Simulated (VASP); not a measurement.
Set up this calculation in VASP 6.6.1, as the native input.

```yaml
Task: single point
Functional: PBE
Potentials_or_basis: VASP PAW PBE potentials, release 64 (Ta_pv, N)
Cutoff: 520 eV
k_mesh: 6 × 6 × 9
Occupations: fermi-dirac, width 0.01 eV
Spin: no spin polarisation
Dipole_correction: no
Further_INCAR_settings: ALGO = Normal; EDIFF = 1e-06; NBANDS = 33
```

The structure of TaN lies in POSCAR:

```
TaN
1.0
    5.1960008669      0.0259800043      0.0259800043
   -2.5755010897      4.4868787466      0.0095093416
    0.0145550000      0.0145550000      2.9110000000
Ta N
3 3
Direct
    0.3333333333      0.6666666667      0.5000000000
    0.6666666667      0.3333333333      0.5000000000
    0.0000000000      0.0000000000      0.0000000000
    0.3928500000      0.0000000000      0.0000000000
    0.6071500000      0.6071500000      0.0000000000
    0.0000000000      0.3928500000      0.0000000000
```

This cell differs from its parent crystal: equal xy, yz and zx shear strains of +1 %.

One way to write it, as run:

INCAR

```
SYSTEM = TaN
PREC = Accurate
ENCUT = 520
EDIFF = 1E-6
ISMEAR = -1
SIGMA = 0.01
LREAL = .FALSE.
LASPH = .TRUE.
NELM = 60
ALGO = Normal
ISIF = 2
LWAVE = .FALSE.
LCHARG = .FALSE.
GGA = PE
NBANDS = 33
```

KPOINTS

```
Automatic mesh
0
G
  6 6 9
  0 0 0
```

Potentials or basis: VASP PAW PBE potentials, release 64 (Ta_pv, N).

The run is started by

```console
$ cat potpaw_PBE.64/Ta_pv/POTCAR potpaw_PBE.64/N/POTCAR > POTCAR
$ mpirun -np 1 vasp_std > vasp.out
```

It gave:

```yaml
Pressure: 5.8 GPa
Largest_force: 0.141 eV/Å
Band_gap_on_the_k_mesh: zero (bands 24 and 25 overlap by 3.05 eV)
```

Caveat: the cell differs from its parent crystal (equal xy, yz and zx shear strains of +1 %); the cell stands under pressure; spin-orbit coupling is left out, which moves the levels of the heavy elements.

Wall time 6.7 min on 1 thread of Intel(R) Xeon(R) Platinum 8175M CPU @ 2.50GHz (Skylake/Cascade Lake), on a shared host, peak memory 0.4 GiB.
